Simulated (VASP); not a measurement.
Set up this calculation in VASP 6.6.1, as the native input.

* Task: single point
* Functional: PBEsol
* Potentials or basis: VASP PAW PBE potentials, release 64 (Sr_sv, Ti_sv, O)
* Cutoff: 520 eV
* k mesh: 8 × 8 × 8
* Occupations: gaussian, width 0.05 eV
* Spin: no spin polarisation
* Dipole correction: no
* Further INCAR settings: ALGO = Normal; EDIFF = 1e-06; NBANDS = 51

The structure of SrTiO3 lies in POSCAR:

```
SrTiO3
1.0
   -2.7435446834      2.7572624068      3.9043133139
    2.7435446834     -2.7572624068      3.9043133139
    2.7435446834      2.7572624068     -3.9043133139
Sr Ti O
2 2 6
Direct
    0.7500000000      0.2500000000      0.5000000000
    0.2500000000      0.7500000000      0.5000000000
    0.0000000000      0.0000000000      0.0000000000
    0.5000000000      0.5000000000      0.0000000000
    0.2500000000      0.2500000000      0.0000000000
    0.7500000000      0.7500000000      0.0000000000
    0.7253545255      0.2253545255      0.9507090510
    0.2253545255      0.2746454745      0.5000000000
    0.2746454745      0.7746454745      0.0492909490
    0.7746454745      0.7253545255      0.5000000000
```

This cell differs from its parent crystal: strain +0.0050 x Voigt [0, 1, 0, 0, 0, 0].

The input as run:

INCAR

```
SYSTEM = SrTiO3
PREC = Accurate
ENCUT = 520
EDIFF = 1E-6
ISMEAR = 0
SIGMA = 0.05
LREAL = .FALSE.
LASPH = .TRUE.
NELM = 100
ALGO = Normal
ISIF = 2
LWAVE = .FALSE.
LCHARG = .FALSE.
GGA = PS
NBANDS = 51
```

KPOINTS

```
regular mesh
0
G
  8 8 8
  0 0 0
```

Potentials or basis: VASP PAW PBE potentials, release 64 (Sr_sv, Ti_sv, O).

Launch:

```bash
$ cat potpaw_PBE.64/Sr_sv/POTCAR potpaw_PBE.64/Ti_sv/POTCAR potpaw_PBE.64/O/POTCAR > POTCAR
$ mpirun -np 1 vasp_std > vasp.out
```

It gave:

```json
{
  "Pressure": "-0.2 GPa",
  "Largest force": "0.015 eV/Å",
  "Band gap on the k mesh": "1.92 eV (least direct gap 1.93 eV)"
}
```

Caveat: the cell differs from its parent crystal (strain +0.0050 x Voigt [0, 1, 0, 0, 0, 0]); the PAW data sets were made with another functional, which shifts forces and pressure a little.

Wall time 23 min on 1 thread of Intel Xeon 8259CL, on a shared host, peak memory 0.59 GiB.
